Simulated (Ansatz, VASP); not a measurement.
Cr in VASP and in Ansatz

POSCAR

```
Cr
1.0
    4.3149268478      0.0000000000      0.0000000000
   -2.1574634239      3.7368362657      0.0000000000
    0.0000000000      0.0000000000      2.3282081817
Cr
3
Direct
    0.0000000000      1.0000000000      0.0000000000
    0.3333333333      0.6666666667      0.5000000000
    0.6666666667      0.3333333333      0.5000000000
```

INCAR.step1

```
SYSTEM = Cr
  PREC = Accurate
  ENCUT = 520
  ISMEAR = -1
  SIGMA = 0.1
  LREAL = .False.
  LASPH = .True.
  NELM = 100
  NBANDS = 25
  GGA = PE
  ALGO = Normal
  EDIFF = 1E-4
  LWAVE = .True.
  LCHARG = .False.
```

File INCAR.step2:

```
SYSTEM = Cr
  PREC = Accurate
  ENCUT = 520
  EDIFF = 1E-7
  ISMEAR = -1
  SIGMA = 0.1
  LREAL = .False.
  LASPH = .True.
  NELM = 100
  ALGO = Normal
  ISIF = 2
  LWAVE = .False.
  LCHARG = .False.
  METAGGA = R2SCAN
  LMIXTAU = .True.
  NBANDS = 25
  ISTART = 1
```

Contents of KPOINTS:

```
Automatic mesh
0
Gamma
  10 10 15
  0 0 0
```

Input for Ansatz:

```yaml
crystal:
  lattice:
    - [4.3149268478, 0.0, 0.0]
    - [-2.1574634239, 3.7368362657, 0.0]
    - [0.0, 0.0, 2.3282081817]
  atoms:
    - { symbol: Cr, position: [0.0, 1.0, 0.0] }
    - { symbol: Cr, position: [0.3333333333, 0.6666666667, 0.5] }
    - { symbol: Cr, position: [0.6666666667, 0.3333333333, 0.5] }
hamiltonian:
  xc: r2scan
  pseudopotentials:
    kind: paw
    azcp:
      Cr: "pseudopotentials/Cr.paw.azcp"
basis:
  ecutwfc: 500
  fft_grid_basis: typed
kpoints:
  mp_grid: { grid: [10, 10, 15], shift: [0, 0, 0] }
magnetization:
  spin_polarized: false
scf:
  occupations: { method: fermi_dirac, width: 0.1 }
  lower_state_search: "off"
output:
  stress: true
```

Alike in both runs: task single point; functional r2SCAN; k mesh 10 × 10 × 15; occupations fermi-dirac, width 0.1 eV; no spin polarisation.

```csv
,VASP,Ansatz
version,VASP 6.6.1,Ansatz 0.2.0
potentials or method,"VASP PAW PBE potentials, release 64 (Cr_pv), cutoff 520 eV","plane waves (500 eV) with PAW, scalar-relativistic"
valence electrons in the cell,36,42
```

Ansatz gave:

```
pressure (GPa)                                                : -16.6
traceless stress, the component that is largest in VASP (GPa) : -0.05
```

Question: What did VASP give for the same quantities?

Answer: Pressure (GPa): -16.1; traceless stress, the component that is largest in VASP (GPa): 0.21.

VASP's potentials were made for PBE, not for r2SCAN. VASP's potentials hold 36 valence electrons a cell and Ansatz's 42, so a difference there can come from the potentials and not from the codes.
